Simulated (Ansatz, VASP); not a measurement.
# One calculation of Ga, two programs

```xyz
2
Lattice="0.0000 2.8885 2.8885 2.8885 0.0000 2.8885 2.8885 2.8885 0.0000" Properties=species:S:1:pos:R:3 pbc="T T T"
Ga    0.7221    0.7221    0.7221
Ga    5.0549    5.0549    5.0549
```

Alike in both runs: task single point; functional r2SCAN; k mesh 11 × 11 × 11; occupations fermi-dirac, width 0.1 eV; no spin polarisation.

|  | VASP | Ansatz |
| --- | --- | --- |
| version | VASP 6.6.1 | Ansatz 0.2.0 |
| potentials or method | VASP PAW PBE potentials, release 64 (Ga_d), cutoff 520 eV | plane waves (500 eV) with PAW, scalar-relativistic |
| valence electrons in the cell | 26 | 26 |

Ansatz gave:

| Item | Value |
| --- | --- |
| pressure (GPa) | -0.1 |

Problem. What did VASP give for the same quantities?

Solution. Pressure (GPa): 0.0.

VASP's potentials were made for PBE, not for r2SCAN.
